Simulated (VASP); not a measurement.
Input of a VASP 6.6.1 run:

INCAR

```
PREC = Accurate
ENCUT = 520
EDIFF = 1E-7
ISMEAR = 0
SIGMA = 0.02
LREAL = Auto
LASPH = T
NELM = 80
ALGO = Normal
ISIF = 2
LWAVE = F
LCHARG = F
GGA = PE
NELECT = 250.0
NBANDS = 163
```

Contents of KPOINTS:

```
regular mesh
0
Gamma
  1 1 1
```

Contents of POSCAR:

```
Si
1.0
   10.8600000000      0.0000000000      0.0000000000
    0.0000000000     10.8600000000      0.0000000000
    0.0000000000      0.0000000000     10.8600000000
Si
63
Direct
    0.4978811718     -0.0014203090     -0.0015469082
    0.6264967984      0.1243668429      0.1242348537
    0.7498648703      0.2501829523     -0.0001526115
    0.8750540906      0.3750293350      0.1249279952
    0.7499316802      0.0000598774      0.2500243086
    0.8750478942      0.1251699988      0.3749194496
   -0.0000656630      0.0000844806     -0.0001295966
    0.1247969040      0.1251535881      0.1250567751
    0.2498504802      0.2501219518     -0.0000477978
    0.3734791827      0.3758768790      0.1240728667
    0.5020288137      0.5016212768     -0.0017010598
    0.6247347442      0.6252007664      0.1255466206
    0.7482889636      0.7480679041     -0.0016685189
    0.8741217794      0.8766185390      0.1241051715
    0.2499064178      0.0000654058      0.2499697749
    0.3734376462      0.1242906702      0.3757206022
    0.4998322600      0.2500597063      0.2498931104
    0.6264892119      0.3757362672      0.3755615038
    0.7499071633      0.5000802878      0.2498273028
    0.8741561229      0.6235464489      0.3756030652
    0.5019469046     -0.0014733392      0.5014048380
    0.6246543006      0.1257197583      0.6250710322
    0.7498469030      0.2500090058      0.4999985549
    0.8742561989      0.3757893336      0.6233335373
    0.7483224482     -0.0014226462      0.7478593882
    0.8741450884      0.1243545686      0.8764156793
   -0.0001345178      0.5001933042     -0.0002186722
    0.1255624645      0.6235663011      0.1242073576
    0.2513376550      0.7521312725     -0.0015518770
    0.3749994389      0.8749217077      0.1256298903
   -0.0001420241      0.2500812832      0.2499094070
    0.1248841527      0.3749318699      0.3747439226
    0.2499416974      0.5001032964      0.2498688156
    0.3750005967      0.6252190764      0.3742444493
    0.4998649387      0.7500551762      0.2499126919
    0.6247159408      0.8749419081      0.3742461221
   -0.0001079239     -0.0000214416      0.5000286597
    0.1256964875      0.1242461704      0.6234324999
    0.2499155122      0.2500497904      0.4999191395
    0.3750061391      0.3743989648      0.6250317168
    0.4978998080      0.5014824518      0.5013317568
    0.6250567942      0.6248069909      0.6246259673
    0.7483514439      0.7520809027      0.5013784236
    0.8754634789      0.8749355986      0.6250651248
    0.2514792648     -0.0015403783      0.7519755098
    0.3749389001      0.1257475304      0.8749101775
    0.4997581745      0.2500078389      0.7499217905
    0.6247260019      0.3744047709      0.8746303010
    0.7484183602      0.5015261129      0.7518615411
    0.8754680424      0.6252590819      0.8747002898
   -0.0001736817      0.7501337973      0.2499484843
    0.1256528794      0.8765554526      0.3757375806
   -0.0000238689      0.5000216632      0.4997879593
    0.1241629472      0.6251686134      0.6249869604
    0.2514369253      0.7480509697      0.5015119762
    0.3750077415      0.8750183318      0.6249764246
   -0.0000698768      0.2500539469      0.7499037488
    0.1256527038      0.3758374623      0.8763863838
    0.2513937751      0.5016335869      0.7478669584
    0.3747448334      0.6250042717      0.8750464360
    0.6248188497      0.8751586282      0.8749238253
   -0.0002125128      0.7500633972      0.7498602865
    0.1241697821      0.8748836479      0.8747485330
```

Potentials or basis: VASP PAW PBE potentials, release 64 (Si).

The run is started by

```bash
$ cat potpaw_PBE.64/Si/POTCAR > POTCAR
$ mpirun -np 1 vasp_gam > vasp.out
```

Question: What does it give for the largest force?

Answer: 0.013 eV/Å.

Forces on the atoms (eV/Å):
```
Si   0.000  0.001  0.006
Si  -0.006 -0.003 -0.003
Si  -0.001  0.003 -0.001
Si   0.004 -0.006  0.006
Si  -0.004  0.005  0.001
Si   0.004  0.001 -0.004
Si   0.002  0.002 -0.005
Si  -0.003  0.005  0.005
Si  -0.003 -0.003  0.000
Si  -0.001 -0.001  0.005
Si  -0.007 -0.002  0.000
Si   0.005  0.003  0.005
Si   0.002  0.002  0.003
Si   0.000 -0.005  0.004
Si  -0.004  0.001 -0.007
Si   0.000  0.001 -0.004
Si   0.003  0.000 -0.003
Si  -0.006  0.000  0.004
Si  -0.002  0.003 -0.010
Si   0.000  0.003  0.004
Si  -0.004 -0.003  0.009
Si   0.006  0.003  0.000
Si  -0.003 -0.003 -0.003
Si  -0.003 -0.002  0.006
Si  -0.001  0.000  0.009
Si  -0.001 -0.001 -0.004
Si  -0.005 -0.002  0.000
Si   0.003  0.006  0.000
Si   0.003 -0.005  0.000
Si   0.003  0.005 -0.002
Si  -0.002  0.001 -0.003
Si  -0.004 -0.006 -0.005
Si   0.000  0.002 -0.001
Si   0.004 -0.004  0.004
Si  -0.003  0.001 -0.003
Si   0.006 -0.006 -0.007
Si  -0.011  0.003 -0.002
Si   0.003  0.001  0.007
Si  -0.004  0.006 -0.001
Si   0.001  0.002  0.001
Si  -0.004 -0.001 -0.002
Si   0.007 -0.001  0.003
Si   0.003 -0.001  0.000
Si   0.000 -0.002 -0.002
Si   0.000  0.001  0.001
Si   0.004 -0.003 -0.004
Si  -0.003  0.002  0.000
Si   0.003 -0.007  0.004
Si   0.002  0.001 -0.004
Si   0.002 -0.004  0.005
Si   0.001  0.001 -0.006
Si   0.002 -0.004 -0.002
Si   0.002  0.004 -0.003
Si  -0.001  0.004  0.005
Si   0.004 -0.002  0.000
Si  -0.006  0.005 -0.005
Si  -0.001  0.000 -0.006
Si  -0.002  0.001 -0.001
Si   0.003 -0.002 -0.001
Si  -0.001 -0.004  0.005
Si   0.012  0.003  0.006
Si   0.002  0.000 -0.003
Si   0.000  0.001 -0.001
```

Caveat: the k points lie up to 0.58 Å⁻¹ apart; the cell carries a net charge on a neutralising background, which shifts energy and pressure.
